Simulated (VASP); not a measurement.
Write the native input for VASP 6.6.1 that does the following.

```yaml
Task: single point
Functional: LDA
Potentials_or_basis: VASP PAW LDA potentials, release 64 (Al)
Cutoff: 520 eV
k_mesh: 12 × 12 × 12
Occupations: fermi-dirac, width 0.08 eV
Spin: no spin polarisation
Dipole_correction: no
Further_INCAR_settings: ALGO = Normal; EDIFF = 1e-06; NBANDS = 10
```

The structure of Al lies in POSCAR:

```
Al
1.0
    0.0000000000      2.9258038909      2.9258038909
    2.9258038909      0.0000000000      2.9258038909
    2.9258038909      2.9258038909      0.0000000000
Al
2
Direct
   -0.1250000000     -0.1250000000     -0.1250000000
    0.1250000000      0.1250000000      0.1250000000
```

This cell differs from its parent crystal: volume scaled by 0.95.

These files were run (other wordings do the same):

INCAR

```
PREC = Accurate
ENCUT = 520
EDIFF = 1E-6
ISMEAR = -1
SIGMA = 0.08
LREAL = F
LASPH = T
NELM = 60
ALGO = Normal
ISIF = 2
LWAVE = F
LCHARG = F
NBANDS = 10
```

KPOINTS

```
regular mesh
0
Gamma
  12 12 12
```

Potentials or basis: VASP PAW LDA potentials, release 64 (Al).

Command:

```bash
$ cat potpaw_LDA.64/Al/POTCAR > POTCAR
$ mpirun -np 1 vasp_std > vasp.out
```

It gave:

- Pressure: 2.4 GPa
- Band gap on the k mesh: zero (band 3 reaches 5.54 eV, above the bottom of band 4 at 1.70 eV)

It took 15 s on 1 thread of Intel(R) Xeon(R) Platinum 8488C (Sapphire Rapids), with other jobs on the host, peak memory 0.16 GiB.
